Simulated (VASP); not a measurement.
# KV (Fd-3m) in VASP: relaxation of cell and atoms with PBE

Aim: the relaxation of cell and atoms of KV with PBE.

Program: VASP 6.6.1. These are calculated values, not measurements. Logs are shortened: lines on timing, memory, paths and dates and some standing lists are left out, and cuts for length are marked.

## (1) The cell of the first run

It takes space group Fd-3m (No. 227, cubic). The conventional cell has a = 7.525 Å, b = 7.525 Å, c = 7.525 Å, α = 90.00°, β = 90.00°, γ = 90.00°. Within 4.3 Å of K (site symmetry -43m) lie 4 K at 3.26 Å and 10 V at 3.26 to 3.76 Å. V (site symmetry -43m) has 10 K at 3.26 to 3.76 Å and 4 V at 3.26 Å within 4.3 Å.

## (2) Relaxation of cell and atoms, PBE, collinear spin, ferromagnetic start

Input file INCAR:

```
PREC = Accurate
ENCUT = 600
EDIFF = 1E-6
ISMEAR = 0
SIGMA = 0.1
LREAL = False
LASPH = True
NELM = 150
ALGO = Normal
ISIF = 3
LWAVE = False
LCHARG = False
ISPIN = 2
MAGMOM = 0.15 0.15 3.66 3.66
LORBIT = 11
LMAXMIX = 4
GGA = PE
IBRION = 2
NSW = 90
EDIFFG = -0.04
```

Input file KPOINTS:

```
Automatic mesh
0
Gamma
  4 4 4
```

Input file POSCAR:

```
KV
1.0
    0.0000000000      3.7623649887      3.7623649887
    3.7623649887      0.0000000000      3.7623649887
    3.7623649887      3.7623649887      0.0000000000
K V
2 2
Direct
    0.5000000000      0.5000000000      0.5000000000
    0.7500000000      0.7500000000      0.7500000000
    0.0000000000      0.0000000000      0.0000000000
    0.2500000000      0.2500000000      0.2500000000
```

Potentials or basis: VASP PAW PBE potentials, release 64 (K_sv, V_sv).

On the command line:

```console
> cat potpaw_PBE.64/K_sv/POTCAR potpaw_PBE.64/V_sv/POTCAR > POTCAR
> mpirun -np 1 vasp_std > vasp.out
```

OUTCAR:

```text
PREC = Accurate
   ENCUT = 600
   EDIFF = 1E-6
   ISMEAR = 0
   LREAL = False
   LASPH = True
   NELM = 150
   ISIF = 3
   ISPIN = 2
   LORBIT = 11
   GGA = PE
   IBRION = 2
   NSW = 90
   EDIFFG = -0.04

 ion  position               nearest neighbor table
   1  0.500  0.500  0.500-   4 3.26   4 3.26   4 3.26   2 3.26   4 3.26   2 3.26   2 3.26   2 3.26

   2  0.750  0.750  0.750-   1 3.26   1 3.26   1 3.26   1 3.26   3 3.26   3 3.26   3 3.26   3 3.26

   3  0.000  0.000  0.000-   2 3.26   2 3.26   2 3.26   2 3.26
   4  0.250  0.250  0.250-   1 3.26   1 3.26   1 3.26   1 3.26

  LATTYP: Found a face centered cubic cell.
 ALAT       =     7.5247299774

  Lattice vectors:

 A1 = (   0.0000000000,   3.7623649887,   3.7623649887)
 A2 = (   3.7623649887,   0.0000000000,   3.7623649887)
 A3 = (   3.7623649887,   3.7623649887,   0.0000000000)

Analysis of symmetry for initial positions (statically):
=====================================================================
 Subroutine PRICEL returns:
 Original cell was already a primitive cell.

 Routine SETGRP: Setting up the symmetry group for a
 face centered cubic supercell.

 Subroutine GETGRP returns: Found 48 space group operations
 (whereof 24 operations were pure point group operations)
 out of a pool of 48 trial point group operations.

The static configuration has the point symmetry T_d .
 The point group associated with its full space group is O_h .

Analysis of symmetry for dynamics (positions and initial velocities):
=====================================================================
 Subroutine PRICEL returns:
 Original cell was already a primitive cell.

 Routine SETGRP: Setting up the symmetry group for a
 face centered cubic supercell.

 Subroutine GETGRP returns: Found 48 space group operations
 (whereof 24 operations were pure point group operations)
 out of a pool of 48 trial point group operations.

The dynamic configuration has the point symmetry T_d .
 The point group associated with its full space group is O_h .

Analysis of structural, dynamic, and magnetic symmetry:
=====================================================================
 Subroutine PRICEL returns:
 Original cell was already a primitive cell.

 Routine SETGRP: Setting up the symmetry group for a
 face centered cubic supercell.

 Subroutine GETGRP returns: Found 48 space group operations
 (whereof 24 operations were pure point group operations)
 out of a pool of 48 trial point group operations.

The overall configuration has the point symmetry T_d .
 The point group associated with its full space group is O_h .

 Subroutine INISYM returns: Found 48 space group operations
 (whereof 24 operations are pure point group operations),
 and found     1 'primitive' translations

----------------------------------------------------------------------------------------

                                     Primitive cell

  volume of cell :     106.5155

  direct lattice vectors                    reciprocal lattice vectors
     0.000000000  3.762364989  3.762364989    -0.132895134  0.132895134  0.132895134
     3.762364989  0.000000000  3.762364989     0.132895134 -0.132895134  0.132895134
     3.762364989  3.762364989  0.000000000     0.132895134  0.132895134 -0.132895134

  length of vectors
     5.320787594  5.320787594  5.320787594     0.230181124  0.230181124  0.230181124

  position of ions in fractional coordinates (direct lattice)
     0.500000000  0.500000000  0.500000000
     0.750000000  0.750000000  0.750000000
     0.000000000  0.000000000  0.000000000
     0.250000000  0.250000000  0.250000000

  ion indices of the primitive-cell ions
   primitive index   ion index
                 1           1
                 2           2
                 3           3
                 4           4

----------------------------------------------------------------------------------------

 KPOINTS: Automatic mesh

Automatic generation of k-mesh.
 Grid dimensions read from file:
 generate k-points for:    4    4    4

 Generating k-lattice:

  Cartesian coordinates                     Fractional coordinates (reciprocal lattice)
    -0.033223784  0.033223784  0.033223784     0.250000000  0.000000000  0.000000000
     0.033223784 -0.033223784  0.033223784     0.000000000  0.250000000  0.000000000
     0.033223784  0.033223784 -0.033223784     0.000000000  0.000000000  0.250000000

  Length of vectors
     0.057545281  0.057545281  0.057545281

  Shift w.r.t. Gamma in fractional coordinates (k-lattice)
     0.000000000  0.000000000  0.000000000

 Subroutine IBZKPT returns following result:
 ===========================================

 Found      8 irreducible k-points:

 Following reciprocal coordinates:
            Coordinates               Weight
  0.000000  0.000000  0.000000      1.000000
  0.250000  0.000000  0.000000      8.000000
  0.500000  0.000000  0.000000      4.000000
  0.250000  0.250000  0.000000      6.000000
  0.500000  0.250000  0.000000     24.000000
 -0.250000  0.250000  0.000000     12.000000
  0.500000  0.500000  0.000000      3.000000
 -0.250000  0.500000  0.250000      6.000000
   k-points           NKPTS =      8   k-points in BZ     NKDIM =      8   number of bands    NBANDS=     30
   number of dos      NEDOS =    301   number of ions     NIONS =      4
   total plane-waves  NPLWV = 110592
   dimension x,y,z NGX =    48 NGY =   48 NGZ =   48
   dimension x,y,z NGXF=    96 NGYF=   96 NGZF=   96
   ions per type =               2   2
   NGX,Y,Z   is equivalent  to a cutoff of  15.00, 15.00, 15.00 a.u.
   NGXF,Y,Z  is equivalent  to a cutoff of  29.99, 29.99, 29.99 a.u.
 SYSTEM =  unknown system
   PREC   = accura    normal or accurate (medium, high low for compatibility)
   ISTART =      0    job   : 0-new  1-cont  2-samecut
   ICHARG =      2    charge: 1-file 2-atom 10-const
   ISPIN  =      2    spin polarized calculation?
   LNONCOLLINEAR =      F non collinear calculations
   LSORBIT =      F    spin-orbit coupling
   LASPH  =      T    aspherical Exc in radial PAW
   ENCUT  =  600.0 eV  44.10 Ry    6.64 a.u.  10.63 10.63 10.63*2*pi/ulx,y,z
   NELM   =    150;   NELMIN=  2; NELMDL= -5     # of ELM steps
   EDIFF  = 0.1E-05   stopping-criterion for ELM
   LREAL  =      F    real-space projection
   EDIFFG = -.4E-01   stopping-criterion for IOM
   NSW    =     90    number of steps for IOM
   IBRION =      2    ionic relax: 0-MD 1-quasi-New 2-CG
   NFREE  =      1    steps in history (QN), initial steepest desc. (CG)
   ISIF   =      3    stress and relaxation
   ISYM   =      2    0-nonsym 1-usesym 2-fastsym
   POTIM  = 0.5000    time-step for ionic-motion
   TEBEG  =    0.0;   TEEND  =   0.0 temperature during run
   PSTRESS=    0.0 pullay stress
   NELECT =      44.0000    total number of electrons
   NUPDOWN=      -1.0000    fix difference up-down
   EMIN   =  10.00;   EMAX   =-10.00  energy-range for DOS
   EFERMI =   0.00;   METHOD = LEGACY
   ISMEAR =     0;   SIGMA  =   0.10  broadening in eV -4-tet -1-fermi 0-gaus
   EFERMI_NEDOS =   21; number of points for ismear=-14 and -15
   IALGO  =     38    algorithm
   IMIX   =      4    mixing-type and parameters
     AMIX     =   0.40;   BMIX     =  1.00
     AMIX_MAG =   1.60;   BMIX_MAG =  1.00
  volume/ion in A,a.u.               =      26.63       179.70
  Fermi-wavevector in a.u.,A,eV,Ry     =   1.219237  2.304024 20.225589  1.486539
  Thomas-Fermi vector in A             =   2.354496
   LORBIT       =     11    0 simple, 1 ext, 2 COOP (PROOUT), +10 PAW based schemes
   GGA     = PE    functional components
   LHFCALC =     F    Hartree Fock is set to
   AEXX    =    0.0000 exact exchange contribution
   IVDW    =     0    specifies the selected vdW correction
   LEPSILON=     F    determine dielectric tensor
   LRPA    =     F    only Hartree local field effects (RPA)
 conjugate gradient relaxation of ions
 spin polarized calculation
 Gauss-broadening in eV      SIGMA  =   0.10
  energy-cutoff  :      600.00
  volume of cell :      106.52
 maximum number of plane-waves:      3584
 NGX is ok and might be reduce to    48
   NGX = 21   NGY = 21   NGZ = 21

--------------------------------------- Ionic step        1  -------------------------------------------

 number of electron      44.0000003 magnetization       8.4476722

 Free energy of the ion-electron system (eV)
  ---------------------------------------------------
  ext. energy  EPLUGINS =         0.00000000
  ---------------------------------------------------
  free energy    TOTEN  =       -13.81421270 eV

  energy without entropy =      -13.77653970  energy(sigma->0) =      -13.79537620

------------------------ aborting loop because EDIFF is reached ----------------------------------------

  FORCE on cell =-STRESS in cart. coord.  units (eV):
  Direction    XX          YY          ZZ          XY          YZ          ZX
  --------------------------------------------------------------------------------------
  -------------------------------------------------------------------------------------
  Total        3.1992961      3.1992961      3.1992961      0.0000000     -0.0000000      0.0000000
  in kB       48.1229502     48.1229502     48.1229502      0.0000000     -0.0000000      0.0000000
  external PRESSURE =      48.1229502 kB  Pullay stress =       0.0000000 kB
[... 103 lines left out ...]
  energy  without entropy=      -14.0526649397  energy(sigma->0) =      -14.07742824

--------------------------------------- Ionic step        4  -------------------------------------------

 number of electron      43.9999990 magnetization       8.5321728

 Free energy of the ion-electron system (eV)
  ---------------------------------------------------
  ext. energy  EPLUGINS =         0.00000000
  ---------------------------------------------------
  free energy    TOTEN  =       -14.10329024 eV

  energy without entropy =      -14.05476158  energy(sigma->0) =      -14.07902591

 E-fermi :   2.4342     XC(G=0):  -8.2984

 val. band max:        2.3974325334   @ k =  -0.2500   0.5000   0.2500
 cond. band min:       2.4388339846   @ k =   0.5000   0.0000   0.0000
 fundamental gap:      0.0414014512
 Fermi energy:         2.4342232154

 spin component 1

 k-point     1 :       0.0000    0.0000    0.0000
  band No.  band energies     occupation
      1     -62.4680      1.00000
      2     -62.4642      1.00000
      3     -36.3636      1.00000
      4     -36.3636      1.00000
      5     -36.3636      1.00000
      6     -36.3467      1.00000
[... 253 lines left out ...]
     29       2.6909      0.00014
     30       2.6909      0.00014
 Fermi energy:         2.4342232154

 spin component 2

 k-point     1 :       0.0000    0.0000    0.0000
  band No.  band energies     occupation
      1     -59.5074      1.00000
      2     -59.5033      1.00000
      3     -33.4280      1.00000
      4     -33.4280      1.00000
      5     -33.4280      1.00000
      6     -33.4094      1.00000
[... 284 lines left out ...]
  FREE ENERGIE OF THE ION-ELECTRON SYSTEM (eV)
  ---------------------------------------------------
  free  energy   TOTEN  =       -14.1032902421 eV

  energy  without entropy=      -14.0547615818  energy(sigma->0) =      -14.07902591

 reached required accuracy - stopping structural energy minimisation

 total charge

# of ion       s       p       d       tot
------------------------------------------
    1        1.981   5.567   0.043   7.591
    2        1.981   5.567   0.043   7.591
    3        2.253   6.022   3.022  11.296
    4        2.253   6.022   3.022  11.296
--------------------------------------------------
tot          8.466  23.178   6.130  37.774

 magnetization (x)

# of ion       s       p       d       tot
------------------------------------------
    1        0.008   0.022   0.021   0.050
    2        0.008   0.022   0.021   0.050
    3        0.037   0.046   2.971   3.054
    4        0.037   0.046   2.971   3.054
--------------------------------------------------
tot          0.088   0.137   5.983   6.208
```

Run time: 5.2 min. Hardware: 1 thread of AMD EPYC 7R13 (Zen 3), shared host; peak memory 0.39 GiB.

What came out:

| Property | Result |
| --- | --- |
| Free energy | -14.1033 eV |
| Relaxed volume | 32.25 Å³/atom |
| Relaxed cell | a = 5.672 Å, b = 5.672 Å, c = 5.672 Å, α = 60.00°, β = 60.00°, γ = 60.00° |
| Space group after relaxing (to 0.1 Å) | Fd-3m (No. 227) |
| Energy gained by relaxing | 72.3 meV/atom |
| Ionic steps | 4 |
| Pressure after relaxing | 0.0 GPa |
| Net moment | 8.53 μB per cell |
| Site moments | K +0.05; V +3.05 μB |
| Valence electrons inside the program's atomic spheres | K 7.59; V 11.30 |

Step by step:
| step | energy change (eV) | largest force (eV/Å) | pressure (GPa) | volume (Å³) |
| --- | --- | --- | --- | --- |
| 1 | 0.0000 | 0.0000 | 4.81 | 106.52 |
| 2 | -0.2445 | 0.0000 | 1.54 | 119.33 |
| 3 | -0.2880 | 0.0000 | -0.24 | 130.69 |
| 4 | -0.2891 | 0.0000 | -0.02 | 129.00 |

Final structure:
```
K V
1.0
     0.00000    4.01042    4.01042
     4.01042    0.00000    4.01042
     4.01042    4.01042    0.00000
K V
2 2
Direct
  0.50000 0.50000 0.50000
  0.75000 0.75000 0.75000
  0.00000 0.00000 0.00000
  0.25000 0.25000 0.25000
```

Levels at points of the mesh, in eV from the Fermi level:
Spin up:
| k point | band 24 | band 25 | band 26 | band 27 | band 28 | band 29 |
| --- | --- | --- | --- | --- | --- | --- |
| (0.00, 0.00, 0.00) | -0.60 | -0.60 | 0.05 | 0.05 | 2.14 | 2.14 |
| (0.50, 0.00, 0.00) | -0.43 | -0.43 | -0.12 | -0.12 | 0.00 | 1.10 |
| (0.50, 0.50, 0.00) | -0.52 | -0.04 | -0.04 | 0.15 | 0.15 | 0.50 |
Spin down:
```
           k point  band 14  band 15  band 16  band 17  band 18  band 19  band 20  band 21  band 22  band 23
(0.00, 0.00, 0.00)   -14.65   -14.65   -14.65    -3.25     0.86     0.86     1.24     1.24     1.24     1.50
(0.50, 0.00, 0.00)   -14.64   -14.61   -14.61    -1.63    -1.02     1.17     1.17     1.26     1.26     1.27
(0.50, 0.50, 0.00)   -14.79   -14.57   -14.57    -1.01    -1.01     0.41     0.41     1.43     1.43     1.86
```

Caveat: the k points lie up to 0.34 Å⁻¹ apart in the final cell; the volume moved by over 15 % at a fixed basis, so the end points are rough.
